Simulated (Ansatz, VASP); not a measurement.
## BaTiO3: VASP beside Ansatz

```
Ba Ti O
1.0
     3.99980    0.00000    0.00000
     0.00000    3.99980    0.00000
     0.00000    0.00000    4.01800
Ba Ti O
1 1 3
Direct
  0.00000 0.00000 0.00000
  0.50000 0.50000 0.49000
  0.50000 0.50000 0.01900
  0.50000 0.00000 0.51700
  0.00000 0.50000 0.51700
```

Alike in both runs: task single point; functional PBE; k mesh 4 × 4 × 4; no spin polarisation; Hubbard terms Ti d U = 5.0 eV.

|  | VASP | Ansatz |
| --- | --- | --- |
| version | VASP 6.6.1 | Ansatz 0.2.0 |
| potentials or method | VASP PAW PBE potentials, release 64 (Ba_sv, Ti_sv, O) | plane waves, PAW |
| plane-wave cutoff (eV) | 520 | 420 |
| occupations | gaussian, width 0.01 eV | fixed |
| valence electrons in the cell | 40 | 40 |

```tsv
	VASP	Ansatz	Ansatz less VASP
gap on the k mesh at the Fermi level (eV)	2.37	2.43	+0.058
```

The programs project onto different local orbitals, so the same U acts differently, and such runs can settle in different states.

Neither program's run includes spin-orbit coupling.
